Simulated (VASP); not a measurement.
# SnO2 (Pbcn) in VASP: a series of runs

The runs below take SnO2 through single point, with PBE.

Everything below comes from runs of VASP 6.6.1. Logs are shortened: lines on timing, memory, paths and dates and some standing lists are left out, and cuts for length are marked.

**1. The cell of the first run**

The structure is orthorhombic, space group Pbcn (No. 60). The conventional cell has a = 4.735 Å, b = 5.751 Å, c = 5.247 Å, α = 90.00°, β = 90.00°, γ = 90.00°. Sn (site symmetry 2) has 6 O at 2.04 to 2.11 Å within 2.7 Å. Within 2.7 Å of O (site symmetry 1) lie 3 Sn at 2.04 to 2.11 Å and 1 O at 2.64 Å.

**2. Single point, PBE**

Contents of INCAR:

```
SYSTEM = SnO2
ALGO = Normal
EDIFF = 1E-7
ENCUT = 520
GGA = PE
ISIF = 2
ISMEAR = 0
LASPH = .TRUE.
LCHARG = .FALSE.
LREAL = .FALSE.
LWAVE = .FALSE.
NBANDS = 64
NELM = 80
PREC = Accurate
SIGMA = 0.1
```

Contents of KPOINTS:

```
k-points
0
G
  4 4 4
  0 0 0
```

Contents of POSCAR:

```
SnO2
1.0
    4.7351460500      0.0000000000      0.0000000000
    0.0000000000      5.7509121900      0.0000000000
    0.0000000000      0.0000000000      5.2471141800
Sn O
4 8
Direct
    0.5000000000      0.6654477700      0.7500000000
    0.0000000000      0.8345522300      0.2500000000
    0.5000000000      0.3345522300      0.2500000000
    0.0000000000      0.1654477700      0.7500000000
    0.7303050200      0.6071234900      0.0786035800
    0.2303050200      0.8928765100      0.9213964200
    0.7696949800      0.8928765100      0.5786035800
    0.2696949800      0.6071234900      0.4213964200
    0.7303050200      0.3928765100      0.5786035800
    0.2303050200      0.1071234900      0.4213964200
    0.7696949800      0.1071234900      0.0786035800
    0.2696949800      0.3928765100      0.9213964200
```

Potentials or basis: VASP PAW PBE potentials, release 64 (Sn_d, O).

Started as:

```sh
$ cat potpaw_PBE.64/Sn_d/POTCAR potpaw_PBE.64/O/POTCAR > POTCAR
$ mpirun -np 1 vasp_std > vasp.out
```

OUTCAR:

```text
SYSTEM = SnO2
   EDIFF = 1E-7
   ENCUT = 520
   GGA = PE
   ISIF = 2
   ISMEAR = 0
   LASPH = .TRUE.
   LREAL = .FALSE.
   NELM = 80
   PREC = Accurate

 ion  position               nearest neighbor table
   1  0.500  0.665  0.750-   6 2.04   7 2.04   5 2.07   8 2.07   9 2.11  12 2.11   3 3.24   3 3.24
                             2 3.67   2 3.67   2 3.67   2 3.67   4 3.72   4 3.72   4 3.72   4 3.72
   2  0.000  0.835  0.250-   5 2.04   8 2.04   7 2.07   6 2.07  10 2.11  11 2.11   4 3.24   4 3.24
                             1 3.67   1 3.67   1 3.67   1 3.67   3 3.72   3 3.72   3 3.72   3 3.72
   3  0.500  0.335  0.250-  10 2.04  11 2.04   9 2.07  12 2.07   5 2.11   8 2.11   1 3.24   1 3.24
                             4 3.67   4 3.67   4 3.67   4 3.67   2 3.72   2 3.72   2 3.72   2 3.72
   4  0.000  0.165  0.750-   9 2.04  12 2.04  11 2.07  10 2.07   6 2.11   7 2.11   2 3.24   2 3.24
                             3 3.67   3 3.67   3 3.67   3 3.67   1 3.72   1 3.72   1 3.72   1 3.72
   5  0.730  0.607  0.079-   2 2.04   1 2.07   3 2.11
   6  0.230  0.893  0.921-   1 2.04   2 2.07   4 2.11
   7  0.770  0.893  0.579-   1 2.04   2 2.07   4 2.11
   8  0.270  0.607  0.421-   2 2.04   1 2.07   3 2.11
   9  0.730  0.393  0.579-   4 2.04   3 2.07   1 2.11
  10  0.230  0.107  0.421-   3 2.04   4 2.07   2 2.11
  11  0.770  0.107  0.079-   3 2.04   4 2.07   2 2.11
  12  0.270  0.393  0.921-   4 2.04   3 2.07   1 2.11

  LATTYP: Found a simple orthorhombic cell.
 ALAT       =     4.7351460500
 B/A-ratio  =     1.1081208741
 C/A-ratio  =     1.2145163273

  Lattice vectors:

 A1 = (  -4.7351460500,   0.0000000000,   0.0000000000)
 A2 = (   0.0000000000,   0.0000000000,   5.2471141800)
 A3 = (   0.0000000000,   5.7509121900,   0.0000000000)

Analysis of symmetry for initial positions (statically):
=====================================================================
 Subroutine PRICEL returns:
 Original cell was already a primitive cell.

 Routine SETGRP: Setting up the symmetry group for a
 simple orthorhombic supercell.

 Subroutine GETGRP returns: Found  8 space group operations
 (whereof  2 operations were pure point group operations)
 out of a pool of  8 trial point group operations.

The static configuration has the point symmetry S_2 .
 The point group associated with its full space group is D_2h.

Analysis of symmetry for dynamics (positions and initial velocities):
=====================================================================
 Subroutine PRICEL returns:
 Original cell was already a primitive cell.

 Routine SETGRP: Setting up the symmetry group for a
 simple orthorhombic supercell.

 Subroutine GETGRP returns: Found  8 space group operations
 (whereof  2 operations were pure point group operations)
 out of a pool of  8 trial point group operations.

The dynamic configuration has the point symmetry S_2 .
 The point group associated with its full space group is D_2h.

 Subroutine INISYM returns: Found  8 space group operations
 (whereof  2 operations are pure point group operations),
 and found     1 'primitive' translations

----------------------------------------------------------------------------------------

                                     Primitive cell

  volume of cell :     142.8863

  direct lattice vectors                    reciprocal lattice vectors
     4.735146050  0.000000000  0.000000000     0.211186728  0.000000000  0.000000000
     0.000000000  5.750912190  0.000000000     0.000000000  0.173885458  0.000000000
     0.000000000  0.000000000  5.247114180     0.000000000  0.000000000  0.190580949

  length of vectors
     4.735146050  5.750912190  5.247114180     0.211186728  0.173885458  0.190580949

  position of ions in fractional coordinates (direct lattice)
     0.500000000  0.665447770  0.750000000
     0.000000000  0.834552230  0.250000000
     0.500000000  0.334552230  0.250000000
     0.000000000  0.165447770  0.750000000
     0.730305020  0.607123490  0.078603580
     0.230305020  0.892876510  0.921396420
     0.769694980  0.892876510  0.578603580
     0.269694980  0.607123490  0.421396420
     0.730305020  0.392876510  0.578603580
     0.230305020  0.107123490  0.421396420
     0.769694980  0.107123490  0.078603580
     0.269694980  0.392876510  0.921396420

  ion indices of the primitive-cell ions
   primitive index   ion index
                 1           1
                 2           2
                 3           3
                 4           4
                 5           5
                 6           6
                 7           7
                 8           8
                 9           9
                10          10
                11          11
                12          12

----------------------------------------------------------------------------------------

 KPOINTS: k-points

Automatic generation of k-mesh.
 Grid dimensions read from file:
 generate k-points for:    4    4    4

 Generating k-lattice:

  Cartesian coordinates                     Fractional coordinates (reciprocal lattice)
     0.052796682  0.000000000  0.000000000     0.250000000  0.000000000  0.000000000
     0.000000000  0.043471364  0.000000000     0.000000000  0.250000000  0.000000000
     0.000000000  0.000000000  0.047645237     0.000000000  0.000000000  0.250000000

  Length of vectors
     0.052796682  0.043471364  0.047645237

  Shift w.r.t. Gamma in fractional coordinates (k-lattice)
     0.000000000  0.000000000  0.000000000

 Subroutine IBZKPT returns following result:
 ===========================================

 Found     27 irreducible k-points:

 Following reciprocal coordinates:
            Coordinates               Weight
  0.000000  0.000000  0.000000      1.000000
  0.250000  0.000000  0.000000      2.000000
  0.500000  0.000000  0.000000      1.000000
  0.000000  0.250000  0.000000      2.000000
  0.250000  0.250000  0.000000      4.000000
  0.500000  0.250000  0.000000      2.000000
[... 16 lines left out ...]
  0.250000  0.250000  0.500000      4.000000
  0.500000  0.250000  0.500000      2.000000
 [... further k-points ...]
   k-points           NKPTS =     27   k-points in BZ     NKDIM =     27   number of bands    NBANDS=     64
   number of dos      NEDOS =    301   number of ions     NIONS =     12
   total plane-waves  NPLWV =  69120
   dimension x,y,z NGX =    36 NGY =   48 NGZ =   40
   dimension x,y,z NGXF=    72 NGYF=   96 NGZF=   80
   ions per type =               4   8
   NGX,Y,Z   is equivalent  to a cutoff of  12.64, 13.88, 12.67 a.u.
   NGXF,Y,Z  is equivalent  to a cutoff of  25.28, 27.75, 25.35 a.u.
 SYSTEM =  SnO2
   PREC   = accura    normal or accurate (medium, high low for compatibility)
   ISTART =      0    job   : 0-new  1-cont  2-samecut
   ICHARG =      2    charge: 1-file 2-atom 10-const
   ISPIN  =      1    spin polarized calculation?
   LNONCOLLINEAR =      F non collinear calculations
   LSORBIT =      F    spin-orbit coupling
   LASPH  =      T    aspherical Exc in radial PAW
   ENCUT  =  520.0 eV  38.22 Ry    6.18 a.u.   8.80 10.69  9.76*2*pi/ulx,y,z
   NELM   =     80;   NELMIN=  2; NELMDL= -5     # of ELM steps
   EDIFF  = 0.1E-06   stopping-criterion for ELM
   LREAL  =      F    real-space projection
   EDIFFG = 0.1E-05   stopping-criterion for IOM
   NSW    =      0    number of steps for IOM
   IBRION =     -1    ionic relax: 0-MD 1-quasi-New 2-CG
   NFREE  =      0    steps in history (QN), initial steepest desc. (CG)
   ISIF   =      2    stress and relaxation
   ISYM   =      2    0-nonsym 1-usesym 2-fastsym
   POTIM  = 0.5000    time-step for ionic-motion
   TEBEG  =    0.0;   TEEND  =   0.0 temperature during run
   PSTRESS=    0.0 pullay stress
   NELECT =     104.0000    total number of electrons
   NUPDOWN=      -1.0000    fix difference up-down
   EMIN   =  10.00;   EMAX   =-10.00  energy-range for DOS
   EFERMI =   0.00;   METHOD = LEGACY
   ISMEAR =     0;   SIGMA  =   0.10  broadening in eV -4-tet -1-fermi 0-gaus
   EFERMI_NEDOS =   21; number of points for ismear=-14 and -15
   IALGO  =     38    algorithm
   IMIX   =      4    mixing-type and parameters
     AMIX     =   0.40;   BMIX     =  1.00
     AMIX_MAG =   1.60;   BMIX_MAG =  1.00
  volume/ion in A,a.u.               =      11.91        80.35
  Fermi-wavevector in a.u.,A,eV,Ry     =   1.472614  2.782838 29.505505  2.168593
  Thomas-Fermi vector in A             =   2.587608
   LORBIT       =      0    0 simple, 1 ext, 2 COOP (PROOUT), +10 PAW based schemes
   GGA     = PE    functional components
   LHFCALC =     F    Hartree Fock is set to
   AEXX    =    0.0000 exact exchange contribution
   IVDW    =     0    specifies the selected vdW correction
   LEPSILON=     F    determine dielectric tensor
   LRPA    =     F    only Hartree local field effects (RPA)
 non-spin polarized calculation
 Gauss-broadening in eV      SIGMA  =   0.10
  energy-cutoff  :      520.00
  volume of cell :      142.89
 maximum number of plane-waves:      3886
 NGX is ok and might be reduce to    36
   NGX = 17   NGY = 21   NGZ = 19

 number of electron     103.9999989 magnetization

 Free energy of the ion-electron system (eV)
  ---------------------------------------------------
  ext. energy  EPLUGINS =         0.00000000
  ---------------------------------------------------
  free energy    TOTEN  =       -74.26891745 eV

  energy without entropy =      -74.26891745  energy(sigma->0) =      -74.26891745

 E-fermi :   6.2580     XC(G=0): -11.3027

 val. band max:        5.8408424323   @ k =   0.0000   0.0000   0.0000
 cond. band min:       7.2102248717   @ k =   0.0000   0.0000   0.0000
 fundamental gap:      1.3693824394
 Fermi energy:         6.2580382762

 k-point     1 :       0.0000    0.0000    0.0000
  band No.  band energies     occupation
      1     -14.8068      2.00000
      2     -14.6686      2.00000
      3     -14.5883      2.00000
      4     -14.2948      2.00000
      5     -14.1708      2.00000
      6     -14.0015      2.00000
[... 56 lines left out ...]
     63      16.7250      0.00000
     64      17.1665      0.00000

 k-point     2 :       0.2500    0.0000    0.0000
  band No.  band energies     occupation
      1     -14.7828      2.00000
      2     -14.5569      2.00000
      3     -14.5354      2.00000
      4     -14.3658      2.00000
      5     -14.3467      2.00000
      6     -14.0396      2.00000
[... 56 lines left out ...]
     63      16.5948      0.00000
     64      17.2177      0.00000

 k-point     3 :       0.5000    0.0000    0.0000
  band No.  band energies     occupation
      1     -14.6318      2.00000
      2     -14.6318      2.00000
      3     -14.4630      2.00000
      4     -14.4630      2.00000
      5     -14.2655      2.00000
      6     -14.2655      2.00000
[... 1396 lines left out ...]
     63      17.3460      0.00000
     64      17.4087      0.00000

 k-point    24 :       0.5000    0.2500    0.5000
  band No.  band energies     occupation
      1     -14.5706      2.00000
      2     -14.5706      2.00000
      3     -14.5706      2.00000
      4     -14.5706      2.00000
      5     -14.0933      2.00000
      6     -14.0933      2.00000
[... 56 lines left out ...]
     63      16.9740      0.00000
     64      16.9765      0.00000

 [... further k-points ...]
[... 5 lines left out ...]
  --------------------------------------------------------------------------------------
  -------------------------------------------------------------------------------------
  Total        6.5017997      6.7773017      7.1386146      0.0000000      0.0000000      0.0000000
  in kB       72.9043662     75.9935563     80.0449412      0.0000000      0.0000000      0.0000000
  external PRESSURE =      76.3142879 kB  Pullay stress =       0.0000000 kB

 VOLUME and BASIS-vectors are now :
 -----------------------------------------------------------------------------
  energy-cutoff  :      520.00
  volume of cell :      142.89
      direct lattice vectors                 reciprocal lattice vectors
     4.735146050  0.000000000  0.000000000     0.211186728  0.000000000  0.000000000
     0.000000000  5.750912190  0.000000000     0.000000000  0.173885458  0.000000000
     0.000000000  0.000000000  5.247114180     0.000000000  0.000000000  0.190580949

 POSITION                                       TOTAL-FORCE (eV/Angst)
 -----------------------------------------------------------------------------------
      2.36757      3.82693      3.93534         0.000000      0.061542      0.000000
      0.00000      4.79944      1.31178         0.000000     -0.061542      0.000000
      2.36757      1.92398      1.31178         0.000000     -0.061542      0.000000
      0.00000      0.95148      3.93534         0.000000      0.061542      0.000000
      3.45810      3.49151      0.41244         0.071186     -0.065091     -0.018405
      1.09053      5.13485      4.83467         0.071186      0.065091      0.018405
      3.64462      5.13485      3.03600        -0.071186      0.065091     -0.018405
      1.27705      3.49151      2.21112        -0.071186     -0.065091      0.018405
      3.45810      2.25940      3.03600         0.071186      0.065091     -0.018405
      1.09053      0.61606      2.21112         0.071186     -0.065091      0.018405
      3.64462      0.61606      0.41244        -0.071186     -0.065091     -0.018405
      1.27705      2.25940      4.83467        -0.071186      0.065091      0.018405
 -----------------------------------------------------------------------------------
    total drift:                                0.000000      0.000000      0.000000

  FREE ENERGIE OF THE ION-ELECTRON SYSTEM (eV)
  ---------------------------------------------------
  free  energy   TOTEN  =       -74.2689174510 eV

  energy  without entropy=      -74.2689174509  energy(sigma->0) =      -74.26891745
```

Run time: 3.2 min. Hardware: 1 thread of Intel Xeon 6975P-C (Granite Rapids), shared host; peak memory 0.36 GiB.

Results:

```yaml
Free_energy: -74.2689 eV
Pressure: 7.6 GPa
Largest_force: 0.098 eV/Å
Band_gap_on_the_k_mesh: 1.37 eV, direct
```

Forces in eV/Å, atoms in the order of the input:
```
Sn   0.000  0.062  0.000
Sn   0.000 -0.062  0.000
Sn   0.000 -0.062  0.000
Sn   0.000  0.062  0.000
O    0.071 -0.065 -0.018
O    0.071  0.065  0.018
O   -0.071  0.065 -0.018
O   -0.071 -0.065  0.018
O    0.071  0.065 -0.018
O    0.071 -0.065  0.018
O   -0.071 -0.065 -0.018
O   -0.071  0.065  0.018
```

Stress tensor (GPa, compression positive):
```
7.29 0.00 0.00
0.00 7.60 0.00
0.00 0.00 8.00
```

Caveat: spin-orbit coupling is left out, which moves the levels of the heavy elements.

**3. Single point, PBE**

This run uses another cell than the first one, of 12.33 Å³/atom, 1.036 times its volume.

Contents of INCAR:

```
PREC = Accurate
ENCUT = 520
EDIFF = 1E-6
ISMEAR = 0
SIGMA = 0.1
LREAL = False
LASPH = True
NELM = 80
ALGO = Normal
ISIF = 2
LWAVE = False
LCHARG = False
GGA = PE
NBANDS = 64
```

Contents of KPOINTS:

```
regular mesh
0
Gamma
  4 4 4
```

Contents of POSCAR:

```
SnO2
1.0
    4.7882822482      0.0000000000      0.0000000000
    0.0000000000      5.8225653515      0.0000000000
    0.0000000000      0.0000000000      5.3071153405
Sn O
4 8
Direct
    0.5000000000      0.6652246663      0.7500000000
    0.0000000000      0.8347753337      0.2500000000
    0.5000000000      0.3347753337      0.2500000000
    0.0000000000      0.1652246663      0.7500000000
    0.7300820359      0.6072753692      0.0783814680
    0.2300820359      0.8927246308      0.9216185320
    0.7699179641      0.8927246308      0.5783814680
    0.2699179641      0.6072753692      0.4216185320
    0.7300820359      0.3927246308      0.5783814680
    0.2300820359      0.1072753692      0.4216185320
    0.7699179641      0.1072753692      0.0783814680
    0.2699179641      0.3927246308      0.9216185320
```

Potentials or basis: VASP PAW PBE potentials, release 64 (Sn_d, O).

Started as:

```sh
$ cat potpaw_PBE.64/Sn_d/POTCAR potpaw_PBE.64/O/POTCAR > POTCAR
$ mpirun -np 1 vasp_std > vasp.out
```

OUTCAR:

```text
PREC = Accurate
   ENCUT = 520
   EDIFF = 1E-6
   ISMEAR = 0
   LREAL = False
   LASPH = True
   NELM = 80
   ISIF = 2
   GGA = PE

 ion  position               nearest neighbor table
   1  0.500  0.665  0.750-   6 2.06   7 2.06   5 2.09   8 2.09   9 2.14  12 2.14   3 3.28   3 3.28
                             2 3.71   2 3.71   2 3.71   2 3.71
   2  0.000  0.835  0.250-   5 2.06   8 2.06   7 2.09   6 2.09  10 2.14  11 2.14   4 3.28   4 3.28
                             1 3.71   1 3.71   1 3.71   1 3.71
[... 1849 lines left out ...]
 -----------------------------------------------------------------------------
  energy-cutoff  :      520.00
  volume of cell :      147.96
      direct lattice vectors                 reciprocal lattice vectors
     4.788282248  0.000000000  0.000000000     0.208843161  0.000000000  0.000000000
     0.000000000  5.822565351  0.000000000     0.000000000  0.171745603  0.000000000
     0.000000000  0.000000000  5.307115341     0.000000000  0.000000000  0.188426280

 POSITION                                       TOTAL-FORCE (eV/Angst)
 -----------------------------------------------------------------------------------
      2.39414      3.87331      3.98034        -0.000000     -0.007766     -0.000000
      0.00000      4.86053      1.32678         0.000000      0.007766     -0.000000
      2.39414      1.94925      1.32678         0.000000      0.007766      0.000000
      0.00000      0.96203      3.98034         0.000000     -0.007766      0.000000
      3.49584      3.53590      0.41598        -0.000384     -0.018049     -0.007397
      1.10170      5.19795      4.89114        -0.000384      0.018049      0.007397
      3.68658      5.19795      3.06954         0.000384      0.018049     -0.007397
      1.29244      3.53590      2.23758         0.000384     -0.018049      0.007397
      3.49584      2.28666      3.06954        -0.000384      0.018049     -0.007397
      1.10170      0.62462      2.23758        -0.000384     -0.018049      0.007397
      3.68658      0.62462      0.41598         0.000384     -0.018049     -0.007397
      1.29244      2.28666      4.89114         0.000384      0.018049      0.007397
 -----------------------------------------------------------------------------------
    total drift:                                0.000000      0.000000      0.000000

  FREE ENERGIE OF THE ION-ELECTRON SYSTEM (eV)
  ---------------------------------------------------
  free  energy   TOTEN  =       -74.4030236411 eV

  energy  without entropy=      -74.4030236411  energy(sigma->0) =      -74.40302364
```

stdout:

```text
POSCAR found type information on POSCAR SnO
 POSCAR found :  2 types and      12 ions
 scaLAPACK will be used
 LDA part: xc-table for (Slater+PW92), standard interpolation
 POSCAR, INCAR and KPOINTS ok, starting setup
 FFT: planning ... GRIDC
 FFT: planning ... GRID_SOFT
 FFT: planning ... GRID
 WAVECAR not read
 entering main loop
```

Wall time 2.7 min (1 thread of Intel Xeon 6975P-C (Granite Rapids), shared host); peak memory 0.35 GiB.

Results:

```
Free energy            : -74.4030 eV
Pressure               : 0.6 GPa
Largest force          : 0.020 eV/Å
Band gap on the k mesh : 1.00 eV, direct
```

Forces in eV/Å, atoms in the order of the input:
```
Sn   0.000 -0.008  0.000
Sn   0.000  0.008  0.000
Sn   0.000  0.008  0.000
Sn   0.000 -0.008  0.000
O    0.000 -0.018 -0.007
O    0.000  0.018  0.007
O    0.000  0.018 -0.007
O    0.000 -0.018  0.007
O    0.000  0.018 -0.007
O    0.000 -0.018  0.007
O    0.000 -0.018 -0.007
O    0.000  0.018  0.007
```

Caveat: spin-orbit coupling is left out, which moves the levels of the heavy elements.
